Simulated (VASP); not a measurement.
Input of a VASP 6.6.1 run:

File POSCAR:

```
Mg
1.0
   -1.8204910598      1.8204910598      1.7028109027
    1.8204910598     -1.8204910598      1.7028109027
    1.8204910598      1.8204910598     -1.7028109027
Mg
1
Direct
    0.0000000000      0.0000000000      0.0000000000
```

File INCAR.step1:

```
SYSTEM = Mg
ALGO = Normal
EDIFF = 1E-4
ENCUT = 520
GGA = PE
ISMEAR = 0
LASPH = .True.
LCHARG = .False.
LREAL = .False.
LWAVE = .True.
NBANDS = 7
NELM = 100
PREC = Accurate
SIGMA = 0.15
```

The input INCAR.step2:

```
SYSTEM = Mg
ALGO = Normal
EDIFF = 1E-6
ENCUT = 520
ISIF = 2
ISMEAR = 0
ISTART = 1
LASPH = .True.
LCHARG = .True.
LELF = .True.
LMIXTAU = .True.
LREAL = .False.
LVHAR = .True.
LWAVE = .False.
METAGGA = R2SCAN
NBANDS = 7
NELM = 100
PREC = Accurate
SIGMA = 0.15
```

The input KPOINTS:

```
k-points
0
Gamma
  26 26 26
  0 0 0
```

Potentials or basis: VASP PAW PBE potentials, release 64 (Mg).

Launch:

```bash
$ cat potpaw_PBE.64/Mg/POTCAR > POTCAR
$ cp INCAR.step1 INCAR
$ mpirun -np 1 vasp_std > vasp.out
$ cp INCAR.step2 INCAR
$ mpirun -np 1 vasp_std > vasp.out
```

Problem. What does it give for the band gap on the k mesh?

Solution. Zero (band 1 reaches 6.39 eV, above the bottom of band 2 at 1.57 eV).

Problem. Predict the pressure.

Solution. -0.3 GPa.

Stress tensor (GPa, compression positive):
```
-0.45  0.00  0.00
 0.00 -0.45  0.00
 0.00  0.00  0.00
```

Caveat: the PAW data sets were made with another functional, which shifts forces and pressure a little.
